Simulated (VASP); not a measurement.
# Ag in VASP: further runs

The runs below take Ag through electric field gradients, with LDA.

All numbers are computed with VASP 6.6.1; they aren't measurements. Logs are shortened: lines on timing, memory, paths and dates and some standing lists are left out, and cuts for length are marked.

**1. The cell of the first run**

It takes space group R-3m (No. 166, trigonal). The conventional cell has a = 2.933 Å, b = 2.933 Å, c = 6.865 Å, α = 90.00°, β = 90.00°, γ = 120.00°. Ag (site symmetry -3m) has 12 Ag at 2.85 to 2.93 Å within 3.8 Å.

**2. Electric field gradients, LDA (equal xy, yz and zx shear strains of -3 %)**

The input, INCAR:

```
SYSTEM = Ag
ALGO = Normal
EDIFF = 1E-8
ENCUT = 520
GGA = CA
ISIF = 2
ISMEAR = -1
LASPH = .TRUE.
LCHARG = .FALSE.
LEFG = .TRUE.
LREAL = .FALSE.
LWAVE = .FALSE.
NBANDS = 12
NELM = 60
PREC = Accurate
SIGMA = 0.05
```

The input, KPOINTS:

```
k-points
0
G
  15 15 15
  0 0 0
```

The input, POSCAR:

```
Ag
1.0
   -0.0612930000      2.0124535000      2.0124535000
    2.0124535000     -0.0612930000      2.0124535000
    2.0124535000      2.0124535000     -0.0612930000
Ag
1
Direct
    0.0000000000      0.0000000000      0.0000000000
```

Potentials or basis: VASP PAW LDA potentials, release 64 (Ag).

Command:

```sh
$ cat potpaw_LDA.64/Ag/POTCAR > POTCAR
$ mpirun -np 1 vasp_std > vasp.out
```

OUTCAR:

```text
SYSTEM = Ag
   EDIFF = 1E-8
   ENCUT = 520
   GGA = CA
   ISIF = 2
   ISMEAR = -1
   LASPH = .TRUE.
   LREAL = .FALSE.
   NELM = 60
   PREC = Accurate

 ion  position               nearest neighbor table
   1  0.000  0.000  0.000-

  LATTYP: Found a trigonal (rhomboedric) cell.
 ALAT       =     2.8466989674
 COS(alpha) =     0.4693254694

  Lattice vectors:

 A1 = (  -0.0612930000,   2.0124535000,   2.0124535000)
 A2 = (   2.0124535000,  -0.0612930000,   2.0124535000)
 A3 = (   2.0124535000,   2.0124535000,  -0.0612930000)

Analysis of symmetry for initial positions (statically):
=====================================================================
 Subroutine PRICEL returns:
 Original cell was already a primitive cell.

 Routine SETGRP: Setting up the symmetry group for a
 trigonal (rhombohedral) supercell.

 Subroutine GETGRP returns: Found 12 space group operations
 (whereof 12 operations were pure point group operations)
 out of a pool of 12 trial point group operations.

The static configuration has the point symmetry D_3d.

Analysis of symmetry for dynamics (positions and initial velocities):
=====================================================================
 Subroutine PRICEL returns:
 Original cell was already a primitive cell.

 Routine SETGRP: Setting up the symmetry group for a
 trigonal (rhombohedral) supercell.

 Subroutine GETGRP returns: Found 12 space group operations
 (whereof 12 operations were pure point group operations)
 out of a pool of 12 trial point group operations.

The dynamic configuration has the point symmetry D_3d.

 Subroutine INISYM returns: Found 12 space group operations
 (whereof 12 operations are pure point group operations),
 and found     1 'primitive' translations

----------------------------------------------------------------------------------------

                                     Primitive cell

  volume of cell :      17.0452

  direct lattice vectors                    reciprocal lattice vectors
    -0.061293000  2.012453500  2.012453500    -0.237381011  0.244838006  0.244838006
     2.012453500 -0.061293000  2.012453500     0.244838006 -0.237381011  0.244838006
     2.012453500  2.012453500 -0.061293000     0.244838006  0.244838006 -0.237381011

  length of vectors
     2.846698967  2.846698967  2.846698967     0.419810723  0.419810723  0.419810723

  position of ions in fractional coordinates (direct lattice)
     0.000000000  0.000000000  0.000000000

  ion indices of the primitive-cell ions
   primitive index   ion index
                 1           1

----------------------------------------------------------------------------------------

 KPOINTS: k-points

Automatic generation of k-mesh.
 Grid dimensions read from file:
 generate k-points for:   15   15   15

 Generating k-lattice:

  Cartesian coordinates                     Fractional coordinates (reciprocal lattice)
    -0.015825401  0.016322534  0.016322534     0.066666667  0.000000000  0.000000000
     0.016322534 -0.015825401  0.016322534     0.000000000  0.066666667  0.000000000
     0.016322534  0.016322534 -0.015825401     0.000000000  0.000000000  0.066666667

  Length of vectors
     0.027987382  0.027987382  0.027987382

  Shift w.r.t. Gamma in fractional coordinates (k-lattice)
     0.000000000  0.000000000  0.000000000

 Subroutine IBZKPT returns following result:
 ===========================================

 Found    344 irreducible k-points:

 Following reciprocal coordinates:
            Coordinates               Weight
  0.000000  0.000000  0.000000      1.000000
  0.066667  0.000000  0.000000      6.000000
  0.133333 -0.000000 -0.000000      6.000000
  0.200000  0.000000  0.000000      6.000000
  0.266667 -0.000000 -0.000000      6.000000
  0.333333 -0.000000  0.000000      6.000000
[... 16 lines left out ...]
  0.133333  0.133333  0.000000      6.000000
  0.200000  0.133333  0.000000     12.000000
 [... further k-points ...]
   k-points           NKPTS =    344   k-points in BZ     NKDIM =    344   number of bands    NBANDS=     12
   number of dos      NEDOS =    301   number of ions     NIONS =      1
   total plane-waves  NPLWV =  13824
   dimension x,y,z NGX =    24 NGY =   24 NGZ =   24
   dimension x,y,z NGXF=    48 NGYF=   48 NGZF=   48
   ions per type =               1
   NGX,Y,Z   is equivalent  to a cutoff of  14.02, 14.02, 14.02 a.u.
   NGXF,Y,Z  is equivalent  to a cutoff of  28.03, 28.03, 28.03 a.u.
 SYSTEM =  Ag
   PREC   = accura    normal or accurate (medium, high low for compatibility)
   ISTART =      0    job   : 0-new  1-cont  2-samecut
   ICHARG =      2    charge: 1-file 2-atom 10-const
   ISPIN  =      1    spin polarized calculation?
   LNONCOLLINEAR =      F non collinear calculations
   LSORBIT =      F    spin-orbit coupling
   LASPH  =      T    aspherical Exc in radial PAW
   ENCUT  =  520.0 eV  38.22 Ry    6.18 a.u.   5.29  5.29  5.29*2*pi/ulx,y,z
   NELM   =     60;   NELMIN=  2; NELMDL= -5     # of ELM steps
   EDIFF  = 0.1E-07   stopping-criterion for ELM
   LREAL  =      F    real-space projection
   EDIFFG = 0.1E-06   stopping-criterion for IOM
   NSW    =      0    number of steps for IOM
   IBRION =     -1    ionic relax: 0-MD 1-quasi-New 2-CG
   NFREE  =      0    steps in history (QN), initial steepest desc. (CG)
   ISIF   =      2    stress and relaxation
   ISYM   =      2    0-nonsym 1-usesym 2-fastsym
   POTIM  = 0.5000    time-step for ionic-motion
   TEBEG  =    0.0;   TEEND  =   0.0 temperature during run
   PSTRESS=    0.0 pullay stress
   NELECT =      11.0000    total number of electrons
   NUPDOWN=      -1.0000    fix difference up-down
   EMIN   =  10.00;   EMAX   =-10.00  energy-range for DOS
   EFERMI =   0.00;   METHOD = LEGACY
   ISMEAR =    -1;   SIGMA  =   0.05  broadening in eV -4-tet -1-fermi 0-gaus
   EFERMI_NEDOS =   21; number of points for ismear=-14 and -15
   IALGO  =     38    algorithm
   IMIX   =      4    mixing-type and parameters
     AMIX     =   0.40;   BMIX     =  1.00
     AMIX_MAG =   1.60;   BMIX_MAG =  1.00
  volume/ion in A,a.u.               =      17.05       115.03
  Fermi-wavevector in a.u.,A,eV,Ry     =   1.414723  2.673439 27.231271  2.001442
  Thomas-Fermi vector in A             =   2.536236
   LORBIT       =      0    0 simple, 1 ext, 2 COOP (PROOUT), +10 PAW based schemes
   GGA     = CA    functional components
   LHFCALC =     F    Hartree Fock is set to
   AEXX    =    0.0000 exact exchange contribution
   IVDW    =     0    specifies the selected vdW correction
   LEPSILON=     F    determine dielectric tensor
   LRPA    =     F    only Hartree local field effects (RPA)
 non-spin polarized calculation
  energy-cutoff  :      520.00
  volume of cell :       17.05
 maximum number of plane-waves:       478
 NGX is ok and might be reduce to    24
   NGX = 11   NGY = 11   NGZ = 11

 number of electron      10.9999998 magnetization

 Free energy of the ion-electron system (eV)
  ---------------------------------------------------
  ext. energy  EPLUGINS =         0.00000000
  ---------------------------------------------------
  free energy    TOTEN  =        -3.75301386 eV

  energy without entropy =       -3.75060828  energy(sigma->0) =       -3.75181107

 E-fermi :   8.2256     XC(G=0): -12.5839

 val. band max:        8.2245342299   @ k =  -0.2667  -0.2667   0.2000
 cond. band min:       8.2414785410   @ k =  -0.1333   0.4000   0.0667
 fundamental gap:      0.0169443111
 Fermi energy:         8.2256311202

 k-point     1 :       0.0000    0.0000    0.0000
  band No.  band energies     occupation
      1       0.3205      2.00000
      2       3.2544      2.00000
      3       3.2544      2.00000
      4       3.5746      2.00000
      5       4.4469      2.00000
      6       4.4469      2.00000
      7      24.0956      0.00000
      8      27.1735      0.00000
      9      27.1735      0.00000
     10      28.8095      0.00000
     11      32.5470      0.00000
     12      33.2254      0.00000

 k-point     2 :       0.0667    0.0000    0.0000
  band No.  band energies     occupation
      1       0.4558      2.00000
      2       3.2393      2.00000
      3       3.2828      2.00000
      4       3.6022      2.00000
      5       4.4351      2.00000
      6       4.4356      2.00000
      7      24.0741      0.00000
      8      26.2092      0.00000
      9      27.2529      0.00000
     10      28.7729      0.00000
     11      32.4340      0.00000
     12      33.0248      0.00000
[... 316 lines left out ...]
 k-point    24 :       0.2000    0.1333    0.0000
  band No.  band energies     occupation
      1       1.4546      2.00000
      2       2.9614      2.00000
      3       3.6267      2.00000
      4       3.8783      2.00000
      5       4.1787      2.00000
      6       4.6339      2.00000
      7      22.8141      0.00000
      8      24.7673      0.00000
      9      25.9387      0.00000
     10      26.4436      0.00000
     11      30.2070      0.00000
     12      33.1327      0.00000

 [... further k-points ...]
[... 5 lines left out ...]
  --------------------------------------------------------------------------------------
  -------------------------------------------------------------------------------------
  Total       -0.7352256     -0.7352256     -0.7352256      0.0924916      0.0924916      0.0924916
  in kB      -69.1080285    -69.1080285    -69.1080285      8.6938122      8.6938122      8.6938122
  external PRESSURE =     -69.1080285 kB  Pullay stress =       0.0000000 kB

 VOLUME and BASIS-vectors are now :
 -----------------------------------------------------------------------------
  energy-cutoff  :      520.00
  volume of cell :       17.05
      direct lattice vectors                 reciprocal lattice vectors
    -0.061293000  2.012453500  2.012453500    -0.237381011  0.244838006  0.244838006
     2.012453500 -0.061293000  2.012453500     0.244838006 -0.237381011  0.244838006
     2.012453500  2.012453500 -0.061293000     0.244838006  0.244838006 -0.237381011

 POSITION                                       TOTAL-FORCE (eV/Angst)
 -----------------------------------------------------------------------------------
      0.00000      0.00000      0.00000         0.000000      0.000000      0.000000
 -----------------------------------------------------------------------------------
    total drift:                               -0.000000      0.000000     -0.000000

  FREE ENERGIE OF THE ION-ELECTRON SYSTEM (eV)
  ---------------------------------------------------
  free  energy   TOTEN  =        -3.7530138644 eV

  energy  without entropy=       -3.7506082800  energy(sigma->0) =       -3.75181107

 Electric field gradients (V/A^2)
---------------------------------------------------------------------
 ion       V_xx      V_yy      V_zz      V_xy      V_xz      V_yz
---------------------------------------------------------------------
   1      -0.000     0.000    -0.000    -2.541    -2.541    -2.541
---------------------------------------------------------------------

 Electric field gradients after diagonalization (V/A^2)
 (convention: |V_zz| > |V_xx| > |V_yy|)
----------------------------------------------------------------------
 ion       V_xx      V_yy      V_zz     asymmetry (V_yy - V_xx)/ V_zz
----------------------------------------------------------------------
   1       2.541     2.541    -5.081       0.000
----------------------------------------------------------------------

           NMR quadrupolar parameters

 Cq : quadrupolar parameter    Cq=e*Q*V_zz/h
 eta: asymmetry parameters     (V_yy - V_xx)/ V_zz
 Q  : nuclear electric quadrupole moment in mb (millibarn)
----------------------------------------------------------------------
 ion       Cq(MHz)       eta       Q (mb)
----------------------------------------------------------------------
   1      -0.012       0.000       1.000
----------------------------------------------------------------------
```

Run time: 99 s. Hardware: 1 thread of Intel Xeon 6975P-C, shared host; peak memory 0.19 GiB.

What came out:

```
Free energy : -3.7530 eV
Pressure    : -6.9 GPa
```

Stress tensor (GPa, compression positive):
```
-6.91  0.87  0.87
 0.87 -6.91  0.87
 0.87  0.87 -6.91
```

Levels at points of the mesh, in eV from the Fermi level:
```csv
k point,band 4,band 5,band 6,band 7,band 8,band 9
"(0.00, 0.00, 0.00)",-4.65,-3.78,-3.78,15.87,18.95,18.95
```

Electric field gradients, principal values (V/Å²):
```tsv
atom	least	middle	greatest (by size)
1 Ag	2.541	2.541	-5.081
```

Caveat: the cell differs from its parent crystal (equal xy, yz and zx shear strains of -3 %); without QUAD_EFG the Cq values of the log hold for a quadrupole moment of 1 mb, not for the nuclei.

**3. Electric field gradients, LDA (equal xy, yz and zx shear strains of -1 %)**

The input, INCAR:

```
SYSTEM = Ag
ALGO = Normal
EDIFF = 1E-8
ENCUT = 520
GGA = CA
ISIF = 2
ISMEAR = -1
LASPH = .True.
LCHARG = .False.
LEFG = .True.
LREAL = .False.
LWAVE = .False.
NBANDS = 12
NELM = 80
PREC = Accurate
SIGMA = 0.05
```

The input, KPOINTS:

```
k-points
0
Gamma
  15 15 15
  0 0 0
```

The input, POSCAR:

```
Ag
1.0
   -0.0204310000      2.0328845000      2.0328845000
    2.0328845000     -0.0204310000      2.0328845000
    2.0328845000      2.0328845000     -0.0204310000
Ag
1
Direct
    0.0000000000      0.0000000000      0.0000000000
```

Potentials or basis: VASP PAW LDA potentials, release 64 (Ag).

Command:

```sh
$ cat potpaw_LDA.64/Ag/POTCAR > POTCAR
$ mpirun -np 1 vasp_std > vasp.out
```

OUTCAR:

```text
SYSTEM = Ag
   EDIFF = 1E-8
   ENCUT = 520
   GGA = CA
   ISIF = 2
   ISMEAR = -1
   LASPH = .True.
   LREAL = .False.
   NELM = 80
   PREC = Accurate

 ion  position               nearest neighbor table
   1  0.000  0.000  0.000-

  LATTYP: Found a trigonal (rhomboedric) cell.
 ALAT       =     2.8750054272
 COS(alpha) =     0.4899250057

  Lattice vectors:

 A1 = (  -0.0204310000,   2.0328845000,   2.0328845000)
 A2 = (   2.0328845000,  -0.0204310000,   2.0328845000)
 A3 = (   2.0328845000,   2.0328845000,  -0.0204310000)

Analysis of symmetry for initial positions (statically):
=====================================================================
 Subroutine PRICEL returns:
 Original cell was already a primitive cell.

 Routine SETGRP: Setting up the symmetry group for a
 trigonal (rhombohedral) supercell.

 Subroutine GETGRP returns: Found 12 space group operations
 (whereof 12 operations were pure point group operations)
 out of a pool of 12 trial point group operations.

The static configuration has the point symmetry D_3d.

Analysis of symmetry for dynamics (positions and initial velocities):
=====================================================================
 Subroutine PRICEL returns:
 Original cell was already a primitive cell.

 Routine SETGRP: Setting up the symmetry group for a
 trigonal (rhombohedral) supercell.

 Subroutine GETGRP returns: Found 12 space group operations
 (whereof 12 operations were pure point group operations)
 out of a pool of 12 trial point group operations.

The dynamic configuration has the point symmetry D_3d.

[... 154 lines left out ...]
      2       3.3313      2.00000
      3       3.3313      2.00000
      4       3.4312      2.00000
      5       4.4218      2.00000
      6       4.4218      2.00000
      7      24.1531      0.00000
      8      27.4914      0.00000
      9      27.4914      0.00000
     10      28.0206      0.00000
     11      32.6549      0.00000
     12      33.5037      0.00000
[... 331 lines left out ...]
 k-point    24 :       0.2000    0.1333    0.0000
  band No.  band energies     occupation
      1       1.4538      2.00000
      2       2.9675      2.00000
      3       3.6958      2.00000
      4       3.7972      2.00000
      5       4.1643      2.00000
      6       4.6146      2.00000
      7      23.0753      0.00000
      8      24.8454      0.00000
      9      25.3882      0.00000
     10      26.5884      0.00000
     11      30.1427      0.00000
     12      33.2780      0.00000

 [... further k-points ...]
[... 5 lines left out ...]
  --------------------------------------------------------------------------------------
  -------------------------------------------------------------------------------------
  Total       -0.7726250     -0.7726250     -0.7726250      0.0205494      0.0205494      0.0205494
  in kB      -72.5793636    -72.5793636    -72.5793636      1.9303873      1.9303873      1.9303873
  external PRESSURE =     -72.5793636 kB  Pullay stress =       0.0000000 kB

 VOLUME and BASIS-vectors are now :
 -----------------------------------------------------------------------------
  energy-cutoff  :      520.00
  volume of cell :       17.06
      direct lattice vectors                 reciprocal lattice vectors
    -0.020431000  2.032884500  2.032884500    -0.242278767  0.244738450  0.244738450
     2.032884500 -0.020431000  2.032884500     0.244738450 -0.242278767  0.244738450
     2.032884500  2.032884500 -0.020431000     0.244738450  0.244738450 -0.242278767

 POSITION                                       TOTAL-FORCE (eV/Angst)
 -----------------------------------------------------------------------------------
      0.00000      0.00000      0.00000        -0.000000      0.000000     -0.000000
 -----------------------------------------------------------------------------------
    total drift:                               -0.000000      0.000000      0.000000

  FREE ENERGIE OF THE ION-ELECTRON SYSTEM (eV)
  ---------------------------------------------------
  free  energy   TOTEN  =        -3.7557489036 eV

  energy  without entropy=       -3.7526217103  energy(sigma->0) =       -3.75418531

 Electric field gradients (V/A^2)
---------------------------------------------------------------------
 ion       V_xx      V_yy      V_zz      V_xy      V_xz      V_yz
---------------------------------------------------------------------
   1       0.000    -0.000    -0.000    -0.309    -0.309    -0.309
---------------------------------------------------------------------

 Electric field gradients after diagonalization (V/A^2)
 (convention: |V_zz| > |V_xx| > |V_yy|)
----------------------------------------------------------------------
 ion       V_xx      V_yy      V_zz     asymmetry (V_yy - V_xx)/ V_zz
----------------------------------------------------------------------
   1       0.309     0.309    -0.617       0.000
----------------------------------------------------------------------

           NMR quadrupolar parameters

 Cq : quadrupolar parameter    Cq=e*Q*V_zz/h
 eta: asymmetry parameters     (V_yy - V_xx)/ V_zz
 Q  : nuclear electric quadrupole moment in mb (millibarn)
----------------------------------------------------------------------
 ion       Cq(MHz)       eta       Q (mb)
----------------------------------------------------------------------
   1      -0.001       0.000       1.000
----------------------------------------------------------------------
```

stdout:

```text
POSCAR found type information on POSCAR Ag
 POSCAR found :  1 types and       1 ions
 scaLAPACK will be used
 LDA part: xc-table for (Slater(with rela. corr.)+CA(PZ))
 , standard interpolation
 POSCAR, INCAR and KPOINTS ok, starting setup
 FFT: planning ... GRIDC
 FFT: planning ... GRID_SOFT
 FFT: planning ... GRID
 WAVECAR not read
 entering main loop
ion   1
```

Run time: 86 s. Hardware: 1 thread of Intel Xeon 6975P-C, shared host; peak memory 0.19 GiB.

What came out:

```yaml
Free_energy: -3.7557 eV
Pressure: -7.3 GPa
```

Electric field gradients, principal values (V/Å²):
```csv
atom,least,middle,greatest (by size)
1 Ag,0.309,0.309,-0.617
```

Caveat: the cell differs from its parent crystal (equal xy, yz and zx shear strains of -1 %); without QUAD_EFG the Cq values of the log hold for a quadrupole moment of 1 mb, not for the nuclei.

[end of part 1 of 2]
